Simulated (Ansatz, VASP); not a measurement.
**Zn7F16: VASP beside Ansatz**

Contents of INCAR:

```
  PREC = Accurate
  ENCUT = 520
  EDIFF = 1E-6
  ISMEAR = 0
  SIGMA = 0.05
  LREAL = F
  LASPH = T
  NELM = 120
  ALGO = Normal
  ISIF = 2
  LWAVE = F
  LCHARG = F
  GGA = PE
  NBANDS = 115
  GGA_COMPAT = F
```

The input KPOINTS:

```
regular mesh
0
Gamma
  4 4 4
```

File POSCAR:

```
Zn7F16
1.0
    4.8002511520     -4.8002511520      0.0000000000
   -4.8002511520     -4.8002511520      0.0000000000
    0.0000000000      4.8002511520     -6.3503954162
Zn F
7 16
Direct
    0.1250000165      1.1250000165      0.2500000331
    0.7541344690      0.7541344690      0.5082689380
    0.4958655145      0.4958655145     -0.0082689711
    0.6250003916      0.1250003916      0.2500007831
    0.3717333211      0.8717333211      0.7434666422
    0.1249990819      0.6249990819      0.2499981638
    0.8782672055      0.3782672055      0.7565344109
    0.7539256276      0.4489600505      0.5078512552
    0.4960723347      0.1911067535     -0.0078553305
    0.2460743724      0.9362388522      0.4921487448
    0.0039276653      0.6940943317      0.0078553305
    0.3428346959      0.1249997143      0.2499994286
    0.0726112286      0.8693194594      0.7386389188
    0.8137491523      0.6249998457      0.2499996914
    0.5839734996      0.3806809806      0.7613619612
    0.7539256276      0.0588912047      0.5078512552
    0.4960723347      0.8010379160     -0.0078553305
    0.2460743724      0.5559098926      0.4921487448
    0.0039276653      0.3137609988      0.0078553305
    0.9071647327      0.1249997143      0.2499994286
    0.6660276902      0.8693194594      0.7386389188
    0.4362505392      0.6249998457      0.2499996914
    0.1773884617      0.3806809806      0.7613619612
```

Input for Ansatz:

```yaml
crystal:
  lattice:
    - [4.800251152, -4.800251152, 0.0]
    - [-4.800251152, -4.800251152, 0.0]
    - [0.0, 4.800251152, -6.3503954162]
  atoms:
    - { symbol: Zn, position: [0.1250000165, 1.1250000165, 0.2500000331] }
    - { symbol: Zn, position: [0.754134469, 0.754134469, 0.508268938] }
    - { symbol: Zn, position: [0.4958655145, 0.4958655145, -0.0082689711] }
    - { symbol: Zn, position: [0.6250003916, 0.1250003916, 0.2500007831] }
    - { symbol: Zn, position: [0.3717333211, 0.8717333211, 0.7434666422] }
    - { symbol: Zn, position: [0.1249990819, 0.6249990819, 0.2499981638] }
    - { symbol: Zn, position: [0.8782672055, 0.3782672055, 0.7565344109] }
    - { symbol: F, position: [0.7539256276, 0.4489600505, 0.5078512552] }
    - { symbol: F, position: [0.4960723347, 0.1911067535, -0.0078553305] }
    - { symbol: F, position: [0.2460743724, 0.9362388522, 0.4921487448] }
    - { symbol: F, position: [0.0039276653, 0.6940943317, 0.0078553305] }
    - { symbol: F, position: [0.3428346959, 0.1249997143, 0.2499994286] }
    - { symbol: F, position: [0.0726112286, 0.8693194594, 0.7386389188] }
    - { symbol: F, position: [0.8137491523, 0.6249998457, 0.2499996914] }
    - { symbol: F, position: [0.5839734996, 0.3806809806, 0.7613619612] }
    - { symbol: F, position: [0.7539256276, 0.0588912047, 0.5078512552] }
    - { symbol: F, position: [0.4960723347, 0.801037916, -0.0078553305] }
    - { symbol: F, position: [0.2460743724, 0.5559098926, 0.4921487448] }
    - { symbol: F, position: [0.0039276653, 0.3137609988, 0.0078553305] }
    - { symbol: F, position: [0.9071647327, 0.1249997143, 0.2499994286] }
    - { symbol: F, position: [0.6660276902, 0.8693194594, 0.7386389188] }
    - { symbol: F, position: [0.4362505392, 0.6249998457, 0.2499996914] }
    - { symbol: F, position: [0.1773884617, 0.3806809806, 0.7613619612] }
basis:
  ecutwfc: 420
kpoints:
  mp_grid: { grid: [4, 4, 4] }
hamiltonian:
  xc: pbe
scf:
  occupations: { method: gaussian, width: 0.05 }
output:
  forces: true
  stress: true
  eigenvalues: true
  write_density: true
  write_potential: true
  elf: true
  volumetric_format: npy
```

Alike in both runs: task single point; functional PBE; k mesh 4 × 4 × 4; occupations gaussian, width 0.05 eV; no spin polarisation.

|  | VASP | Ansatz |
| --- | --- | --- |
| version | VASP 6.6.1 | Ansatz 0.2.0 |
| potentials or method | VASP PAW PBE potentials, release 64 (Zn, F), cutoff 520 eV | scalar-relativistic, plane waves, PAW |
| valence electrons in the cell | 196 | 196 |

VASP gave:

- gap on the k mesh at the Fermi level (eV): none
- pressure (GPa): 6.8
- traceless stress, the component that is largest in VASP (GPa): -12.09
- rms of the force components (eV/Å): 2.393

Q: Which values does Ansatz return?

A: gap on the k mesh at the Fermi level (eV): none; pressure (GPa): 6.1; traceless stress, the component that is largest in VASP (GPa): -11.47; rms of the force components (eV/Å): 2.289.

Atom by atom the forces differ by 0.107 eV/Å (rms over components). A gap of «none» marks a metal or a gap that the smearing closes. With one functional, cell and mesh, what is left measures potentials, basis and numerics. Ansatz's warnings: structure snapped to symmetry.
